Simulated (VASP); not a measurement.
SiO2, 12 atoms in the cell. Symmetry: Fddd, No. 70, orthorhombic system. The conventional cell has a = 4.714 Å, b = 9.437 Å, c = 14.743 Å, α = 90.00°, β = 90.00°, γ = 90.00°. Within 2.1 Å of Si (site symmetry 2) lie 4 O at 1.61 to 1.62 Å. Within 2.2 Å of O (site symmetry 2) lie 2 Si at 1.62 Å. O (site symmetry -1) has 2 Si at 1.61 Å within 2.1 Å. 

```yaml
Program: VASP 6.6.1
Task: single point
Functional: PBEsol
Dispersion: D3(BJ)
Potentials_or_basis: VASP PAW PBE potentials, release 64 (Si, O)
Cutoff: 520 eV
k_mesh: 7 × 7 × 7
Occupations: fermi-dirac, width 0.05 eV
Spin: no spin polarisation
Dipole_correction: no
Further_INCAR_settings: ALGO = Normal; EDIFF = 1e-07; NBANDS = 44
```

Potentials or basis: VASP PAW PBE potentials, release 64 (Si, O).

Command:

```bash
$ cat potpaw_PBE.64/Si/POTCAR potpaw_PBE.64/O/POTCAR > POTCAR
$ mpirun -np 1 vasp_std > vasp.out
```

Hardware: 1 thread of Intel(R) Xeon(R) 6975P-C (Granite Rapids), with other jobs on the host.

Estimate the wall time of this run.

It took 7.7 min on 1 thread of Intel(R) Xeon(R) 6975P-C (Granite Rapids), on a shared host, peak memory 0.58 GiB. Counts: scf iterations 15, k points 64.
